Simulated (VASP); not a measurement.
# Ir (P6_3/mmc) in VASP: further runs, part 2 of 2

VASP 6.6.1. The steps go on from the part before.

### Step 4. Relaxation of cell and atoms, PBEsol

This run uses another cell than the first one: it holds 4 atoms, not 2.

File INCAR:

```
SYSTEM = Ir
PREC     = Accurate       ! precision mode
ENCUT    = 600            ! plane-wave cutoff, eV
EDIFF    = 1E-7           ! SCF threshold, eV
ISMEAR   = 0              ! smearing method
SIGMA    = 0.1            ! smearing width, eV
LREAL    = .FALSE.        ! projectors in reciprocal space
LASPH    = .TRUE.         ! aspherical terms in the spheres
NELM     = 100            ! most SCF steps
ALGO     = Normal         ! electronic algorithm
ISIF     = 3              ! what is computed and relaxed
LWAVE    = .FALSE.        ! write WAVECAR
LCHARG   = .FALSE.        ! write CHGCAR
GGA      = PS             ! functional
IBRION   = 2              ! ionic algorithm
NSW      = 100            ! ionic steps
EDIFFG   = -0.01          ! ionic threshold
```

File KPOINTS:

```
Automatic mesh
0
G
  21 21 6
  0 0 0
```

File POSCAR:

```
Ir
1.0
    2.7172685722      0.0000000000      0.0000000000
   -1.3586342861      2.3532236124      0.0000000000
    0.0000000000      0.0000000000      8.8062083452
Ir
4
Direct
    0.0000000000      0.0000000000      0.0000000000
    0.0000000000      0.0000000000      0.5000000000
    0.3333333333      0.6666666667      0.7500000000
    0.6666666667      0.3333333333      0.2500000000
```

Potentials or basis: VASP PAW PBE potentials, release 64 (Ir).

Started as:

```console
cat potpaw_PBE.64/Ir/POTCAR > POTCAR
mpirun -np 1 vasp_std > vasp.out
```

OUTCAR:

```text
SYSTEM = Ir
   PREC = Accurate
   ENCUT = 600
   EDIFF = 1E-7
   ISMEAR = 0
   LREAL = .FALSE.
   LASPH = .TRUE.
   NELM = 100
   ISIF = 3
   GGA = PS
   IBRION = 2
   NSW = 100
   EDIFFG = -0.01

 ion  position               nearest neighbor table
   1  0.000  0.000  0.000-   3 2.70   4 2.70   3 2.70   4 2.70   4 2.70   3 2.70
   2  0.000  0.000  0.500-   3 2.70   4 2.70   3 2.70   4 2.70   4 2.70   3 2.70
   3  0.333  0.667  0.750-   1 2.70   2 2.70   1 2.70   2 2.70   1 2.70   2 2.70
   4  0.667  0.333  0.250-   1 2.70   2 2.70   1 2.70   2 2.70   1 2.70   2 2.70

  LATTYP: Found a hexagonal cell.
 ALAT       =     2.7172685722
 C/A-ratio  =     3.2408310446

  Lattice vectors:

 A1 = (   2.7172685722,   0.0000000000,   0.0000000000)
 A2 = (  -1.3586342861,   2.3532236124,   0.0000000000)
 A3 = (   0.0000000000,   0.0000000000,   8.8062083452)

[... 340 lines left out ...]
  free energy    TOTEN  =       -39.14638976 eV

  energy without entropy =      -39.12787356  energy(sigma->0) =      -39.13713166

 E-fermi :  10.3180     XC(G=0): -14.1154

 val. band max:       10.3138479794   @ k =   0.1905   0.1429   0.1667
 cond. band min:      10.3218449452   @ k =   0.0952   0.0476   0.3333
 fundamental gap:      0.0079969658
 Fermi energy:        10.3180456665

 k-point     1 :       0.0000    0.0000    0.0000
  band No.  band energies     occupation
      1      -0.9294      2.00000
      2       1.2763      2.00000
      3       1.3153      2.00000
      4       2.1208      2.00000
      5       5.8520      2.00000
      6       5.8963      2.00000
[... 589 lines left out ...]
     21      10.4751      0.02633
     22      10.8018      0.00000

 [... further k-points ...]

------------------------ aborting loop because EDIFF is reached ----------------------------------------

  FORCE on cell =-STRESS in cart. coord.  units (eV):
  Direction    XX          YY          ZZ          XY          YZ          ZX
  --------------------------------------------------------------------------------------
  -------------------------------------------------------------------------------------
  Total       -0.0014767     -0.0014767     -0.0082769     -0.0000000      0.0000000      0.0000000
  in kB       -0.0419078     -0.0419078     -0.2348883     -0.0000000      0.0000000      0.0000000
  external PRESSURE =      -0.1062347 kB  Pullay stress =       0.0000000 kB
[... 19 lines left out ...]
  FREE ENERGIE OF THE ION-ELECTRON SYSTEM (eV)
  ---------------------------------------------------
  free  energy   TOTEN  =       -39.1463897552 eV

  energy  without entropy=      -39.1278735602  energy(sigma->0) =      -39.13713166

 reached required accuracy - stopping structural energy minimisation
```

OSZICAR:

```text
N       E                     dE             d eps       ncg     rms          rms(c)
DAV:   1     0.411908281849E+03    0.41191E+03   -0.17987E+04  8448   0.184E+03
DAV:   2    -0.122133294331E+02   -0.42412E+03   -0.40923E+03  8538   0.506E+02
[... 49 lines left out ...]
DAV:   3    -0.391464140891E+02    0.74795E-03   -0.28376E-03 11224   0.495E-01    0.639E-02
DAV:   4    -0.391464146646E+02   -0.57549E-06   -0.32277E-04 12722   0.227E-01    0.478E-02
DAV:   5    -0.391463931727E+02    0.21492E-04   -0.15487E-04 12248   0.161E-01    0.180E-02
DAV:   6    -0.391463897082E+02    0.34645E-05   -0.17078E-05 10902   0.465E-02    0.503E-03
DAV:   7    -0.391463898548E+02   -0.14660E-06   -0.13816E-06 10416   0.118E-02    0.291E-03
DAV:   8    -0.391463897552E+02    0.99661E-07   -0.19247E-07  4452   0.518E-03
   5 F= -.39146390E+02 E0= -.39137132E+02  d E =-.460541E-03
```

It took 13 min on 1 thread of Intel Xeon Platinum 8375C at 2.90GHz (Ice Lake), shared host; peak memory 0.37 GiB.

Results:

```
Free energy                           : -39.1464 eV
Relaxed volume                        : 14.11 Å³/atom
Relaxed cell                          : a = 2.714 Å, b = 2.714 Å, c = 8.853 Å, α = 90.00°, β = 90.00°, γ = 120.00°
Space group after relaxing (to 0.1 Å) : P6_3/mmc (No. 194)
Energy gained by relaxing             : 0.7 meV/atom
Ionic steps                           : 5
Pressure after relaxing               : 0.0 GPa
```

The path:
```csv
step,energy change (eV),largest force (eV/Å),pressure (GPa),volume (Å³)
1,0.0000,0.0000,1.04,56.31
2,0.0075,0.0000,-3.98,57.06
3,-0.0025,0.0000,-0.70,56.56
4,-0.0012,0.0000,1.37,56.26
5,-0.0030,0.0000,-0.01,56.46
```

Final structure:
```
Ir
1.0
     2.71361    0.00000    0.00000
    -1.35681    2.35006    0.00000
     0.00000    0.00000    8.85295
Ir
4
Cartesian
  0.0000 0.0000 0.0000
  0.0000 0.0000 4.4265
  0.0000 1.5667 6.6397
  1.3568 0.7834 2.2132
```

Levels at points of the mesh, in eV from the Fermi level:
```tsv
k point	band 15	band 16	band 17	band 18	band 19	band 20	band 21	band 22
(0.00, 0.00, 0.00)	-3.36	-1.82	-1.82	-1.06	-1.06	-0.85	-0.36	-0.36
(0.00, 0.00, 0.50)	-2.77	-2.77	-1.41	-1.41	-1.41	-1.41	0.20	0.20
```

Caveat: the highest band is partly filled, so the run has too few bands; the PAW data sets were made with another functional, which shifts forces and pressure a little; spin-orbit coupling is left out, which moves the levels of the heavy elements.

### Step 5. Overview

```tsv
task	cell	k mesh	cutoff (eV)	gap on the mesh (eV)	pressure (GPa)	relaxed volume (Å³/atom)
single point	a = 2.719, b = 2.719, c = 4.408 Å, angles 90.0, 90.0, 120.0°, 2 atoms, atomic positions A	18 × 18 × 10	520	none	1.0	-
relaxation of cell and atoms	relaxed from a = 2.717, b = 2.717, c = 4.408 Å, angles 90.0, 90.0, 120.0°, 2 atoms, atomic positions A	18 × 18 × 10	600	none	0.0	14.15
relaxation of cell and atoms	relaxed from a = 2.717, b = 2.717, c = 8.806 Å, angles 90.0, 90.0, 120.0°, 4 atoms, atomic positions B	21 × 21 × 6	600	-	0.0	14.11
```

Alike in all rows: level PBEsol; potentials or basis VASP PAW PBE potentials, release 64 (Ir); no spin polarisation; smearing gaussian 0.1 eV.

Caveats: the PAW data sets were made with another functional, which shifts forces and pressure a little; spin-orbit coupling is left out, which moves the levels of the heavy elements; the highest band is partly filled, so the run has too few bands (at least some runs).

Total energies depend on the potentials used, so only differences within one code and one set of settings carry meaning.
